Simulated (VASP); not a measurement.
# TiB2 (P6/mmm) in VASP: further runs

Runs on TiB2. Level: PBE. Tasks: single point.

Everything below comes from runs of VASP 6.6.1. Logs are shortened: lines on timing, memory, paths and dates and some standing lists are left out, and cuts for length are marked.

## (1) The cell of the first run

The structure is hexagonal, space group P6/mmm (No. 191). The conventional cell has a = 3.085 Å, b = 3.085 Å, c = 3.224 Å, α = 90.00°, β = 90.00°, γ = 120.00°. Within 3.2 Å of Ti (site symmetry 6/mmm) lie 12 B at 2.40 Å and 6 Ti at 3.08 Å. Within 2.4 Å of B (site symmetry -6m2) lie 3 B at 1.78 Å.

## (2) Single point, PBE (strain +0.0175 x Voigt [1, 1, 0, 0, 0, 0])

INCAR

```
  PREC = Accurate
  ENCUT = 520
  EDIFF = 1E-7
  ISMEAR = 0
  SIGMA = 0.15
  LREAL = F
  LASPH = T
  NELM = 60
  ALGO = Normal
  ISIF = 2
  LWAVE = F
  LCHARG = T
  GGA = PE
  LELF = T
  LVHAR = T
  NBANDS = 16
```

KPOINTS

```
regular mesh
0
Gamma
  18 18 14
```

POSCAR

```
TiB2
1.0
    3.0848614379      0.0000000000      0.0000000000
   -1.5424307190      2.6715683723      0.0000000000
    0.0000000000      0.0000000000      3.2242295241
Ti B
1 2
Direct
    0.0000000000      0.0000000000      0.0000000000
    0.3333333333      0.6666666667      0.5000000000
    0.6666666667      0.3333333333      0.5000000000
```

Potentials or basis: VASP PAW PBE potentials, release 64 (Ti_sv, B).

Run with:

```bash
$ cat potpaw_PBE.64/Ti_sv/POTCAR potpaw_PBE.64/B/POTCAR > POTCAR
$ mpirun -np 1 vasp_std > vasp.out
```

OUTCAR:

```text
PREC = Accurate
   ENCUT = 520
   EDIFF = 1E-7
   ISMEAR = 0
   LREAL = F
   LASPH = T
   NELM = 60
   ISIF = 2
   GGA = PE

 ion  position               nearest neighbor table
   1  0.000  0.000  0.000-   2 2.40   3 2.40   2 2.40   3 2.40   2 2.40   2 2.40   3 2.40   3 2.40
                             3 2.40   3 2.40   2 2.40   2 2.40
   2  0.333  0.667  0.500-   3 1.78   3 1.78   3 1.78   1 2.40   1 2.40   1 2.40   1 2.40   1 2.40
                             1 2.40
   3  0.667  0.333  0.500-   2 1.78   2 1.78   2 1.78   1 2.40   1 2.40   1 2.40   1 2.40   1 2.40
                             1 2.40

  LATTYP: Found a hexagonal cell.
 ALAT       =     3.0848614379
 C/A-ratio  =     1.0451780701

  Lattice vectors:

 A1 = (   3.0848614379,   0.0000000000,   0.0000000000)
 A2 = (  -1.5424307190,   2.6715683723,   0.0000000000)
 A3 = (   0.0000000000,   0.0000000000,   3.2242295241)

Analysis of symmetry for initial positions (statically):
=====================================================================
 Subroutine PRICEL returns:
 Original cell was already a primitive cell.

 Routine SETGRP: Setting up the symmetry group for a
 hexagonal supercell.

 Subroutine GETGRP returns: Found 24 space group operations
 (whereof 24 operations were pure point group operations)
 out of a pool of 24 trial point group operations.

The static configuration has the point symmetry D_6h.

Analysis of symmetry for dynamics (positions and initial velocities):
=====================================================================
 Subroutine PRICEL returns:
 Original cell was already a primitive cell.

 Routine SETGRP: Setting up the symmetry group for a
 hexagonal supercell.

 Subroutine GETGRP returns: Found 24 space group operations
 (whereof 24 operations were pure point group operations)
 out of a pool of 24 trial point group operations.

The dynamic configuration has the point symmetry D_6h.

 Subroutine INISYM returns: Found 24 space group operations
 (whereof 24 operations are pure point group operations),
 and found     1 'primitive' translations

----------------------------------------------------------------------------------------

                                     Primitive cell

  volume of cell :      26.5722

  direct lattice vectors                    reciprocal lattice vectors
     3.084861438  0.000000000  0.000000000     0.324163668  0.187155981  0.000000000
    -1.542430719  2.671568372  0.000000000     0.000000000  0.374311962  0.000000000
[... 89 lines left out ...]
   EDIFFG = 0.1E-05   stopping-criterion for IOM
   NSW    =      0    number of steps for IOM
   IBRION =     -1    ionic relax: 0-MD 1-quasi-New 2-CG
   NFREE  =      0    steps in history (QN), initial steepest desc. (CG)
   ISIF   =      2    stress and relaxation
   ISYM   =      2    0-nonsym 1-usesym 2-fastsym
   POTIM  = 0.5000    time-step for ionic-motion
   TEBEG  =    0.0;   TEEND  =   0.0 temperature during run
   PSTRESS=    0.0 pullay stress
   NELECT =      18.0000    total number of electrons
   NUPDOWN=      -1.0000    fix difference up-down
   EMIN   =  10.00;   EMAX   =-10.00  energy-range for DOS
   EFERMI =   0.00;   METHOD = LEGACY
   ISMEAR =     0;   SIGMA  =   0.15  broadening in eV -4-tet -1-fermi 0-gaus
   EFERMI_NEDOS =   21; number of points for ismear=-14 and -15
   IALGO  =     38    algorithm
   IMIX   =      4    mixing-type and parameters
     AMIX     =   0.40;   BMIX     =  1.00
     AMIX_MAG =   1.60;   BMIX_MAG =  1.00
  volume/ion in A,a.u.               =       8.86        59.77
  Fermi-wavevector in a.u.,A,eV,Ry     =   1.437771  2.716993 28.125763  2.067185
  Thomas-Fermi vector in A             =   2.556812
   LORBIT       =      0    0 simple, 1 ext, 2 COOP (PROOUT), +10 PAW based schemes
   GGA     = PE    functional components
   LHFCALC =     F    Hartree Fock is set to
   AEXX    =    0.0000 exact exchange contribution
   IVDW    =     0    specifies the selected vdW correction
   LEPSILON=     F    determine dielectric tensor
   LRPA    =     F    only Hartree local field effects (RPA)
 non-spin polarized calculation
 Gauss-broadening in eV      SIGMA  =   0.15
  energy-cutoff  :      520.00
  volume of cell :       26.57
 maximum number of plane-waves:       736
 NGX is ok and might be reduce to    24
   NGX = 11   NGY = 11   NGZ = 11

 number of electron      17.9999999 magnetization

 Free energy of the ion-electron system (eV)
  ---------------------------------------------------
  ext. energy  EPLUGINS =         0.00000000
  ---------------------------------------------------
  free energy    TOTEN  =       -24.39961863 eV

  energy without entropy =      -24.39535772  energy(sigma->0) =      -24.39748818

 E-fermi :   9.6391     XC(G=0): -12.6050

 val. band max:        9.6377630442   @ k =   0.0556   0.0556   0.3571
 cond. band min:       9.6428448830   @ k =   0.0556   0.0556   0.5000
 fundamental gap:      0.0050818388
 Fermi energy:         9.6391255902

 k-point     1 :       0.0000    0.0000    0.0000
  band No.  band energies     occupation
      1     -47.3934      2.00000
      2     -23.7226      2.00000
      3     -23.4606      2.00000
      4     -23.4606      2.00000
      5      -3.6651      2.00000
      6       6.9718      2.00000
[... 433 lines left out ...]
      3     -23.6664      2.00000
      4     -23.5618      2.00000
      5      -0.2139      2.00000
      6       1.3760      2.00000
[... 8 lines left out ...]
     15      17.4013      0.00000
     16      18.0423      0.00000

 [... further k-points ...]

------------------------ aborting loop because EDIFF is reached ----------------------------------------

  FORCE on cell =-STRESS in cart. coord.  units (eV):
  Direction    XX          YY          ZZ          XY          YZ          ZX
  --------------------------------------------------------------------------------------
  -------------------------------------------------------------------------------------
  Total       -1.8951850     -1.8951850     -0.5142921      0.0000000      0.0000000      0.0000000
  in kB     -114.2705423   -114.2705423    -31.0093401      0.0000000      0.0000000      0.0000000
  external PRESSURE =     -86.5168083 kB  Pullay stress =       0.0000000 kB

 VOLUME and BASIS-vectors are now :
 -----------------------------------------------------------------------------
  energy-cutoff  :      520.00
  volume of cell :       26.57
      direct lattice vectors                 reciprocal lattice vectors
     3.084861438  0.000000000  0.000000000     0.324163668  0.187155981  0.000000000
    -1.542430719  2.671568372  0.000000000     0.000000000  0.374311962  0.000000000
     0.000000000  0.000000000  3.224229524     0.000000000  0.000000000  0.310151617

 POSITION                                       TOTAL-FORCE (eV/Angst)
 -----------------------------------------------------------------------------------
      0.00000      0.00000      0.00000        -0.000000      0.000000     -0.000000
     -0.00000      1.78105      1.61211        -0.000000     -0.000000      0.000000
      1.54243      0.89052      1.61211         0.000000      0.000000     -0.000000
 -----------------------------------------------------------------------------------
    total drift:                               -0.000000      0.000000      0.000000

  FREE ENERGIE OF THE ION-ELECTRON SYSTEM (eV)
  ---------------------------------------------------
  free  energy   TOTEN  =       -24.3996186340 eV

  energy  without entropy=      -24.3953577243  energy(sigma->0) =      -24.39748818
```

OSZICAR:

```text
N       E                     dE             d eps       ncg     rms          rms(c)
DAV:   1     0.122896528178E+03    0.12290E+03   -0.90430E+03  9488   0.128E+03
DAV:   2    -0.220769633105E+02   -0.14497E+03   -0.13992E+03 10256   0.340E+02
DAV:   3    -0.292362800897E+02   -0.71593E+01   -0.70969E+01 13920   0.734E+01
DAV:   4    -0.293915858460E+02   -0.15531E+00   -0.15519E+00 11416   0.980E+00
DAV:   5    -0.293958380449E+02   -0.42522E-02   -0.42520E-02 13880   0.133E+00    0.160E+01
DAV:   6    -0.244297372269E+02    0.49661E+01   -0.20910E+01 13720   0.475E+01    0.369E+00
DAV:   7    -0.244020009050E+02    0.27736E-01   -0.11073E+00 10296   0.120E+01    0.314E+00
DAV:   8    -0.244035381426E+02   -0.15372E-02   -0.96227E-02 15960   0.263E+00    0.774E-01
DAV:   9    -0.244003197933E+02    0.32183E-02   -0.45311E-02 12040   0.262E+00    0.282E-01
DAV:  10    -0.243995980267E+02    0.72177E-03   -0.33534E-03 12168   0.684E-01    0.571E-02
DAV:  11    -0.243996490011E+02   -0.50974E-04   -0.60922E-04 13312   0.272E-01    0.592E-02
DAV:  12    -0.243996188705E+02    0.30131E-04   -0.13862E-04 11168   0.147E-01    0.126E-02
DAV:  13    -0.243996186648E+02    0.20576E-06   -0.57442E-06 12440   0.196E-02    0.321E-03
DAV:  14    -0.243996186340E+02    0.30769E-07   -0.42864E-07 11592   0.532E-03
   1 F= -.24399619E+02 E0= -.24397488E+02  d E =-.426091E-02
```

stdout:

```text
POSCAR found type information on POSCAR TiB
 POSCAR found :  2 types and       3 ions
 scaLAPACK will be used
 LDA part: xc-table for (Slater+PW92), standard interpolation
 POSCAR, INCAR and KPOINTS ok, starting setup
 FFT: planning ... GRIDC
 FFT: planning ... GRID_SOFT
 FFT: planning ... GRID
 WAVECAR not read
 entering main loop
```

It took 81 s on 1 thread of AMD EPYC 9R14 (Zen 4), shared host; peak memory 0.2 GiB.

Results:

| Property | Result |
| --- | --- |
| Free energy | -24.3996 eV |
| Pressure | -8.7 GPa |
| Band gap on the k mesh | zero (band 9 reaches 9.92 eV, above the bottom of band 10 at 9.33 eV) |

Caveat: the cell differs from its parent crystal (strain +0.0175 x Voigt [1, 1, 0, 0, 0, 0]).

## (3) Single point, PBE (strain +0.0200 x Voigt [1, 1, 0, 0, 0, 0])

INCAR

```
SYSTEM = TiB2
PREC = Accurate
ENCUT = 520
EDIFF = 1E-7
ISMEAR = 0
SIGMA = 0.15
LREAL = .False.
LASPH = .True.
NELM = 80
ALGO = Normal
ISIF = 2
LWAVE = .False.
LCHARG = .False.
GGA = PE
NBANDS = 16
```

KPOINTS

```
Automatic mesh
0
Gamma
  18 18 14
  0 0 0
```

POSCAR

```
TiB2
1.0
    3.0924409500      0.0000000000      0.0000000000
   -1.5462204750      2.6781324224      0.0000000000
    0.0000000000      0.0000000000      3.2242295241
Ti B
1 2
Direct
    0.0000000000      0.0000000000      0.0000000000
    0.3333333333      0.6666666667      0.5000000000
    0.6666666667      0.3333333333      0.5000000000
```

Potentials or basis: VASP PAW PBE potentials, release 64 (Ti_sv, B).

Run with:

```bash
$ cat potpaw_PBE.64/Ti_sv/POTCAR potpaw_PBE.64/B/POTCAR > POTCAR
$ mpirun -np 1 vasp_std > vasp.out
```

It took 68 s on 1 thread of AMD EPYC 9R14 (Zen 4), shared host; peak memory 0.2 GiB.

It converged, with:

- Free energy: -24.3897 eV
- Pressure: -9.8 GPa
- Band gap on the k mesh: zero (band 9 reaches 9.86 eV, above the bottom of band 10 at 9.26 eV)

Stress tensor (GPa, compression positive):
```
-12.94   0.00   0.00
  0.00 -12.94   0.00
  0.00   0.00  -3.53
```

Levels at points of the mesh, in eV from the Fermi level:
```tsv
k point	band 5	band 6	band 7	band 8	band 9	band 10	band 11	band 12	band 13	band 14
(0.00, 0.00, 0.00)	-13.27	-2.67	-2.67	-2.08	-1.97	1.78	1.78	3.58	3.58	5.41
(0.50, 0.00, 0.00)	-9.21	-9.20	-3.27	-2.96	-2.20	1.28	2.50	2.97	3.36	7.12
(0.00, 0.00, 0.50)	-11.37	-7.43	-0.63	-0.63	-0.32	-0.32	0.40	0.40	1.76	6.13
(0.50, 0.00, 0.50)	-9.58	-7.39	-4.58	-3.72	-3.18	2.45	2.70	4.29	4.41	4.98
```

Caveat: the cell differs from its parent crystal (strain +0.0200 x Voigt [1, 1, 0, 0, 0, 0]).
